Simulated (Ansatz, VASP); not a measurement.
**Two plane-wave programs on TiSn3O8**

Contents of INCAR:

```
ALGO = Normal ; EDIFF = 1E-7
ENCUT = 520 ; GGA = PE
ISIF = 2 ; ISMEAR = 0
LASPH = True ; LCHARG = True
LELF = True ; LREAL = False
LVHAR = True ; LWAVE = False
NBANDS = 63 ; NELM = 60
PREC = Accurate ; SIGMA = 0.02
```

Contents of KPOINTS:

```
k-points
0
Gamma
  6 6 4
```

POSCAR

```
TiSn3O8
1.0
    3.3756637786     -3.3817048392      0.0000000000
    3.3756637786      3.3817048392      0.0000000000
    0.0000000000      0.0000000000      6.3602747042
Ti Sn O
1 3 8
Direct
    0.0000000000      0.0000000000      0.5000000000
    0.5000000000      0.5000000000      0.7452924662
    0.5000000000      0.5000000000      0.2547075338
    0.0000000000      0.0000000000      0.0000000000
    0.3061770374      0.3061770374      0.0000000000
    0.2969675160      0.2969675160      0.5000000000
    0.1896142717      0.8103857283      0.7383647090
    0.1896142717      0.8103857283      0.2616352910
    0.8103857283      0.1896142717      0.7383647090
    0.8103857283      0.1896142717      0.2616352910
    0.6938229626      0.6938229626      0.0000000000
    0.7030324840      0.7030324840      0.5000000000
```

Input for Ansatz:

```yaml
crystal:
  lattice:
    - [3.3756637786, -3.3817048392, 0.0]
    - [3.3756637786, 3.3817048392, 0.0]
    - [0.0, 0.0, 6.3602747042]
  atoms:
    - { symbol: Ti, position: [0.0, 0.0, 0.5] }
    - { symbol: Sn, position: [0.5, 0.5, 0.7452924662] }
    - { symbol: Sn, position: [0.5, 0.5, 0.2547075338] }
    - { symbol: Sn, position: [0.0, 0.0, 0.0] }
    - { symbol: O, position: [0.3061770374, 0.3061770374, 0.0] }
    - { symbol: O, position: [0.296967516, 0.296967516, 0.5] }
    - { symbol: O, position: [0.1896142717, 0.8103857283, 0.738364709] }
    - { symbol: O, position: [0.1896142717, 0.8103857283, 0.261635291] }
    - { symbol: O, position: [0.8103857283, 0.1896142717, 0.738364709] }
    - { symbol: O, position: [0.8103857283, 0.1896142717, 0.261635291] }
    - { symbol: O, position: [0.6938229626, 0.6938229626, 0.0] }
    - { symbol: O, position: [0.703032484, 0.703032484, 0.5] }
basis:
  ecutwfc: 420
kpoints:
  mp_grid: { grid: [6, 6, 4] }
  band_path:
    path:
      - [[0.0, 0.0, 0.0], [-0.5, 0.5, 0.0], [-0.4991076, 0.5008924, 0.0]]
      - [[0.4991076, 0.4991076, 0.0], [0.0, 0.0, 0.0], [0.0, 0.0, 0.5], [0.4991076, 0.4991076, 0.5]]
      - [[-0.4991076, 0.5008924, 0.5], [-0.5, 0.5, 0.5], [-0.5, 0.5, 0.0]]
      - [[0.0, 0.0, 0.0], [0.0, 0.5, 0.0], [0.0, 0.5, 0.5], [0.0, 0.0, 0.5], [-0.5, 0.5, 0.5]]
    npoints: 10
hamiltonian:
  xc: pbe
scf:
  occupations: { method: gaussian, width: 0.02 }
  n_extra_bands: 30
output:
  forces: true
  stress: true
  eigenvalues: true
  populations: true
  dos: { projected: true, de: 0.02, nscf_kmesh: { grid: [9, 9, 6] } }
  bader: false
  write_density: true
  write_potential: true
  elf: true
  volumetric_format: npy
```

Alike in both runs: task single point; functional PBE; k mesh 6 × 6 × 4; occupations gaussian, width 0.02 eV; no spin polarisation.

```csv
,VASP,Ansatz
version,VASP 6.6.1,Ansatz 0.2.0
potentials or method,"VASP PAW PBE potentials, release 64 (Ti_sv, Sn_d, O), cutoff 520 eV","scalar-relativistic, plane waves, PAW"
valence electrons in the cell,102,102
```

```csv
,VASP,Ansatz,Ansatz less VASP
gap on the k mesh at the Fermi level (eV),1.73,1.76,+0.022
least direct gap on the mesh (eV),1.85,1.86,+0.014
pressure (GPa),0.6,0.0,-0.61
"traceless stress, the component that is largest in VASP (GPa)",0.21,0.02,-0.189
rms of the force components (eV/Å),0.011,0.003,-0.0071
```

Atom by atom the forces differ by 0.009 eV/Å (rms over components). With one functional, cell and mesh, what is left measures potentials, basis and numerics.
